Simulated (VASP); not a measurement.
# Sb2Pt (Pnnm) in VASP: relaxation of cell and atoms with PBE

Aim: the relaxation of cell and atoms of Sb2Pt with PBE.

Program: VASP 6.6.1. These are calculated values, not measurements. Logs are shortened: lines on timing, memory, paths and dates and some standing lists are left out, and cuts for length are marked.

## Step 1: The cell of the first run

The structure is orthorhombic, space group Pnnm (No. 58). The conventional cell has a = 5.407 Å, b = 6.575 Å, c = 4.118 Å, α = 90.00°, β = 90.00°, γ = 90.00°. Within 3.9 Å of Sb (site symmetry m) lie 3 Pt at 2.68 to 2.72 Å and 10 Sb at 2.88 to 3.90 Å. Pt (site symmetry 2/m) has 6 Sb at 2.68 to 2.72 Å within 3.5 Å.

The cell was generated, and may not be a known phase.

## Step 2: Relaxation of cell and atoms, PBE

INCAR reads:

```
ALGO     = Normal         # electronic algorithm
EDIFF    = 1E-6           # SCF threshold, eV
EDIFFG   = -0.01          # ionic threshold
ENCUT    = 600            # plane-wave cutoff, eV
GGA      = PE             # functional
IBRION   = 2              # ionic algorithm
ISIF     = 3              # what is computed and relaxed
ISMEAR   = 0              # smearing method
LASPH    = True           # aspherical terms in the spheres
LCHARG   = False          # write CHGCAR
LREAL    = False          # projectors in reciprocal space
LWAVE    = False          # write WAVECAR
NELM     = 80             # most SCF steps
NSW      = 100            # ionic steps
PREC     = Accurate       # precision mode
SIGMA    = 0.1            # smearing width, eV
```

KPOINTS reads:

```
k-points
0
Gamma
  6 6 8
```

POSCAR reads:

```
Sb2Pt
1.0
    5.4067567763      0.0000000000      0.0000000000
    0.0000000000      6.5745557881      0.0000000000
    0.0000000000      0.0000000000      4.1181455710
Sb Pt
4 2
Direct
    0.2130702579      0.3685915216      0.0000000000
    0.7869297421      0.6314084784      0.0000000000
    0.7130702579      0.1314084784      0.5000000000
    0.2869297421      0.8685915216      0.5000000000
    0.0000000000      0.0000000000      0.0000000000
    0.5000000000      0.5000000000      0.5000000000
```

Potentials or basis: VASP PAW PBE potentials, release 64 (Sb, Pt).

On the command line:

```sh
$ cat potpaw_PBE.64/Sb/POTCAR potpaw_PBE.64/Pt/POTCAR > POTCAR
$ mpirun -np 1 vasp_std > vasp.out
```

OUTCAR:

```text
EDIFF = 1E-6
   EDIFFG = -0.01
   ENCUT = 600
   GGA = PE
   IBRION = 2
   ISIF = 3
   ISMEAR = 0
   LASPH = True
   LREAL = False
   NELM = 80
   NSW = 100
   PREC = Accurate

 ion  position               nearest neighbor table
   1  0.213  0.369  0.000-   5 2.68   6 2.72   6 2.72   2 2.88   2 3.55   3 3.74   3 3.74   3 3.74
                             3 3.74
   2  0.787  0.631  0.000-   5 2.68   6 2.72   6 2.72   1 2.88   1 3.55   4 3.74   4 3.74   4 3.74
                             4 3.74
   3  0.713  0.131  0.500-   6 2.68   5 2.72   5 2.72   4 2.88   4 3.55   1 3.74   1 3.74   1 3.74
                             1 3.74
   4  0.287  0.869  0.500-   6 2.68   5 2.72   5 2.72   3 2.88   3 3.55   2 3.74   2 3.74   2 3.74
                             2 3.74
   5  0.000  0.000  0.000-   1 2.68   2 2.68   3 2.72   4 2.72   3 2.72   4 2.72
   6  0.500  0.500  0.500-   3 2.68   4 2.68   1 2.72   2 2.72   1 2.72   2 2.72

  LATTYP: Found a simple orthorhombic cell.
 ALAT       =     4.1181455710
 B/A-ratio  =     1.3129105524
 C/A-ratio  =     1.5964845523

  Lattice vectors:

 A1 = (   0.0000000000,   0.0000000000,   4.1181455710)
 A2 = (   5.4067567763,   0.0000000000,   0.0000000000)
 A3 = (   0.0000000000,   6.5745557881,   0.0000000000)

Analysis of symmetry for initial positions (statically):
=====================================================================
 Subroutine PRICEL returns:
 Original cell was already a primitive cell.

 Routine SETGRP: Setting up the symmetry group for a
 simple orthorhombic supercell.

 Subroutine GETGRP returns: Found  8 space group operations
 (whereof  4 operations were pure point group operations)
 out of a pool of  8 trial point group operations.

The static configuration has the point symmetry C_2h.
 The point group associated with its full space group is D_2h.

Analysis of symmetry for dynamics (positions and initial velocities):
=====================================================================
 Subroutine PRICEL returns:
 Original cell was already a primitive cell.

 Routine SETGRP: Setting up the symmetry group for a
 simple orthorhombic supercell.

 Subroutine GETGRP returns: Found  8 space group operations
 (whereof  4 operations were pure point group operations)
 out of a pool of  8 trial point group operations.

The dynamic configuration has the point symmetry C_2h.
 The point group associated with its full space group is D_2h.

 Subroutine INISYM returns: Found  8 space group operations
 (whereof  4 operations are pure point group operations),
 and found     1 'primitive' translations

----------------------------------------------------------------------------------------

                                     Primitive cell

  volume of cell :     146.3878

  direct lattice vectors                    reciprocal lattice vectors
     5.406756776  0.000000000  0.000000000     0.184953761  0.000000000  0.000000000
     0.000000000  6.574555788  0.000000000     0.000000000  0.152101531  0.000000000
     0.000000000  0.000000000  4.118145571     0.000000000  0.000000000  0.242827744

  length of vectors
     5.406756776  6.574555788  4.118145571     0.184953761  0.152101531  0.242827744

  position of ions in fractional coordinates (direct lattice)
     0.213070258  0.368591522  0.000000000
     0.786929742  0.631408478  0.000000000
     0.713070258  0.131408478  0.500000000
     0.286929742  0.868591522  0.500000000
     0.000000000  0.000000000  0.000000000
     0.500000000  0.500000000  0.500000000

  ion indices of the primitive-cell ions
   primitive index   ion index
                 1           1
                 2           2
                 3           3
                 4           4
                 5           5
                 6           6

----------------------------------------------------------------------------------------

 KPOINTS: k-points

Automatic generation of k-mesh.
 Grid dimensions read from file:
 generate k-points for:    6    6    8

 Generating k-lattice:

  Cartesian coordinates                     Fractional coordinates (reciprocal lattice)
     0.030825627  0.000000000  0.000000000     0.166666667  0.000000000  0.000000000
     0.000000000  0.025350255  0.000000000     0.000000000  0.166666667  0.000000000
     0.000000000  0.000000000  0.030353468     0.000000000  0.000000000  0.125000000

  Length of vectors
     0.030825627  0.025350255  0.030353468

  Shift w.r.t. Gamma in fractional coordinates (k-lattice)
     0.000000000  0.000000000  0.000000000

 Subroutine IBZKPT returns following result:
 ===========================================

 Found     80 irreducible k-points:

 Following reciprocal coordinates:
            Coordinates               Weight
  0.000000  0.000000  0.000000      1.000000
  0.166667  0.000000  0.000000      2.000000
  0.333333  0.000000  0.000000      2.000000
  0.500000  0.000000  0.000000      1.000000
  0.000000  0.166667  0.000000      2.000000
  0.166667  0.166667  0.000000      4.000000
[... 16 lines left out ...]
  0.333333  0.166667  0.125000      8.000000
  0.500000  0.166667  0.125000      4.000000
 [... further k-points ...]
   k-points           NKPTS =     80   k-points in BZ     NKDIM =     80   number of bands    NBANDS=     24
   number of dos      NEDOS =    301   number of ions     NIONS =      6
   total plane-waves  NPLWV =  93312
   dimension x,y,z NGX =    48 NGY =   54 NGZ =   36
   dimension x,y,z NGXF=    96 NGYF=  108 NGZF=   72
   ions per type =               4   2
   NGX,Y,Z   is equivalent  to a cutoff of  14.76, 13.65, 14.53 a.u.
   NGXF,Y,Z  is equivalent  to a cutoff of  29.52, 27.31, 29.07 a.u.
 SYSTEM =  unknown system
   PREC   = accura    normal or accurate (medium, high low for compatibility)
   ISTART =      0    job   : 0-new  1-cont  2-samecut
   ICHARG =      2    charge: 1-file 2-atom 10-const
   ISPIN  =      1    spin polarized calculation?
   LNONCOLLINEAR =      F non collinear calculations
   LSORBIT =      F    spin-orbit coupling
   LASPH  =      T    aspherical Exc in radial PAW
   ENCUT  =  600.0 eV  44.10 Ry    6.64 a.u.  10.80 13.13  8.22*2*pi/ulx,y,z
   NELM   =     80;   NELMIN=  2; NELMDL= -5     # of ELM steps
   EDIFF  = 0.1E-05   stopping-criterion for ELM
   LREAL  =      F    real-space projection
   EDIFFG = -.1E-01   stopping-criterion for IOM
   NSW    =    100    number of steps for IOM
   IBRION =      2    ionic relax: 0-MD 1-quasi-New 2-CG
   NFREE  =      1    steps in history (QN), initial steepest desc. (CG)
   ISIF   =      3    stress and relaxation
   ISYM   =      2    0-nonsym 1-usesym 2-fastsym
   POTIM  = 0.5000    time-step for ionic-motion
   TEBEG  =    0.0;   TEEND  =   0.0 temperature during run
   PSTRESS=    0.0 pullay stress
   NELECT =      40.0000    total number of electrons
   NUPDOWN=      -1.0000    fix difference up-down
   EMIN   =  10.00;   EMAX   =-10.00  energy-range for DOS
   EFERMI =   0.00;   METHOD = LEGACY
   ISMEAR =     0;   SIGMA  =   0.10  broadening in eV -4-tet -1-fermi 0-gaus
   EFERMI_NEDOS =   21; number of points for ismear=-14 and -15
   IALGO  =     38    algorithm
   IMIX   =      4    mixing-type and parameters
     AMIX     =   0.40;   BMIX     =  1.00
     AMIX_MAG =   1.60;   BMIX_MAG =  1.00
  volume/ion in A,a.u.               =      24.40       164.65
  Fermi-wavevector in a.u.,A,eV,Ry     =   1.062331  2.007514 15.354816  1.128547
  Thomas-Fermi vector in A             =   2.197778
   LORBIT       =      0    0 simple, 1 ext, 2 COOP (PROOUT), +10 PAW based schemes
   GGA     = PE    functional components
   LHFCALC =     F    Hartree Fock is set to
   AEXX    =    0.0000 exact exchange contribution
   IVDW    =     0    specifies the selected vdW correction
   LEPSILON=     F    determine dielectric tensor
   LRPA    =     F    only Hartree local field effects (RPA)
 conjugate gradient relaxation of ions
 non-spin polarized calculation
 Gauss-broadening in eV      SIGMA  =   0.10
  energy-cutoff  :      600.00
  volume of cell :      146.39
 maximum number of plane-waves:      4916
 NGX is ok and might be reduce to    48
   NGX = 21   NGY = 27   NGZ = 17

--------------------------------------- Ionic step        1  -------------------------------------------

 number of electron      39.9999999 magnetization

 Free energy of the ion-electron system (eV)
  ---------------------------------------------------
  ext. energy  EPLUGINS =         0.00000000
  ---------------------------------------------------
  free energy    TOTEN  =       -31.56490087 eV

  energy without entropy =      -31.55736292  energy(sigma->0) =      -31.56113189

------------------------ aborting loop because EDIFF is reached ----------------------------------------

  FORCE on cell =-STRESS in cart. coord.  units (eV):
  Direction    XX          YY          ZZ          XY          YZ          ZX
  --------------------------------------------------------------------------------------
  -------------------------------------------------------------------------------------
  Total       -0.5602928     -0.4331569      0.2856585      0.0000000      0.0000000      0.0000000
  in kB       -6.1322613     -4.7407919      3.1264591      0.0000000      0.0000000      0.0000000
  external PRESSURE =      -2.5821980 kB  Pullay stress =       0.0000000 kB
[... 225 lines left out ...]
  energy  without entropy=      -31.5675769152  energy(sigma->0) =      -31.57058385

--------------------------------------- Ionic step        7  -------------------------------------------

 number of electron      39.9999996 magnetization

 Free energy of the ion-electron system (eV)
  ---------------------------------------------------
  ext. energy  EPLUGINS =         0.00000000
  ---------------------------------------------------
  free energy    TOTEN  =       -31.57371497 eV

  energy without entropy =      -31.56771470  energy(sigma->0) =      -31.57071484

 E-fermi :   8.3001     XC(G=0): -10.4842

 val. band max:        8.2360602518   @ k =   0.0000   0.5000   0.3750
 cond. band min:       8.3055475052   @ k =   0.3333   0.3333   0.0000
 fundamental gap:      0.0694872534
 Fermi energy:         8.3001417452

 k-point     1 :       0.0000    0.0000    0.0000
  band No.  band energies     occupation
      1      -4.0610      2.00000
      2      -1.8994      2.00000
      3      -0.5389      2.00000
      4       0.2455      2.00000
      5       1.9063      2.00000
      6       2.8411      2.00000
[... 637 lines left out ...]
     23      10.9037      0.00000
     24      10.9037      0.00000

 [... further k-points ...]

------------------------ aborting loop because EDIFF is reached ----------------------------------------

  FORCE on cell =-STRESS in cart. coord.  units (eV):
  Direction    XX          YY          ZZ          XY          YZ          ZX
  --------------------------------------------------------------------------------------
  -------------------------------------------------------------------------------------
  Total        0.0063549      0.0058880     -0.0091966      0.0000000      0.0000000      0.0000000
  in kB        0.0697271      0.0646043     -0.1009066      0.0000000      0.0000000      0.0000000
  external PRESSURE =       0.0111416 kB  Pullay stress =       0.0000000 kB
[... 21 lines left out ...]
  FREE ENERGIE OF THE ION-ELECTRON SYSTEM (eV)
  ---------------------------------------------------
  free  energy   TOTEN  =       -31.5737149673 eV

  energy  without entropy=      -31.5677147028  energy(sigma->0) =      -31.57071484

 reached required accuracy - stopping structural energy minimisation
```

Run time: 31 min. Hardware: 1 thread of Intel Xeon 8259CL, shared host; peak memory 0.54 GiB.

What came out:

```yaml
Free_energy: -31.5737 eV
Relaxed_volume: 24.34 Å³/atom
Relaxed_cell: a = 5.357 Å, b = 6.555 Å, c = 4.158 Å, α = 90.00°, β = 90.00°, γ = 90.00°
Space_group_after_relaxing_to_0.1_Å: Pnnm (No. 58)
Energy_gained_by_relaxing: 1.5 meV/atom
Ionic_steps: 7
Pressure_after_relaxing: 0.0 GPa
Largest_force_after_relaxing: 0.004 eV/Å
Band_gap_on_the_k_mesh: zero (bands 20 and 21 overlap by 1.53 eV)
```

Forces in eV/Å, atoms in the order of the input:
```
Sb   0.003 -0.003  0.000
Sb  -0.003  0.003  0.000
Sb   0.003  0.003  0.000
Sb  -0.003 -0.003  0.000
Pt   0.000  0.000  0.000
Pt   0.000  0.000  0.000
```

Step by step:
```csv
step,energy change (eV),largest force (eV/Å),pressure (GPa),volume (Å³)
1,0.0000,0.1150,-0.26,146.39
2,-0.0047,0.0888,0.33,145.55
3,-0.0050,0.0804,0.50,145.29
4,-0.0079,0.0484,0.20,145.74
5,-0.0087,0.0196,-0.09,146.15
6,-0.0087,0.0217,-0.08,146.12
7,-0.0088,0.0040,0.00,146.02
```

Final structure:
```xyz
6
Lattice="5.3569 0.0000 0.0000 0.0000 6.5553 0.0000 0.0000 0.0000 4.1582" Properties=species:S:1:pos:R:3 pbc="T T T"
Sb    1.1588    2.4193    0.0000
Sb    4.1982    4.1360    0.0000
Sb    3.8372    0.8583    2.0791
Sb    1.5197    5.6970    2.0791
Pt    0.0000    6.5553    0.0000
Pt    2.6785    3.2777    2.0791
```

Caveat: spin-orbit coupling is left out, which moves the levels of the heavy elements.

The gap in the log of VASP goes by the Fermi energy; the results here count the filled bands.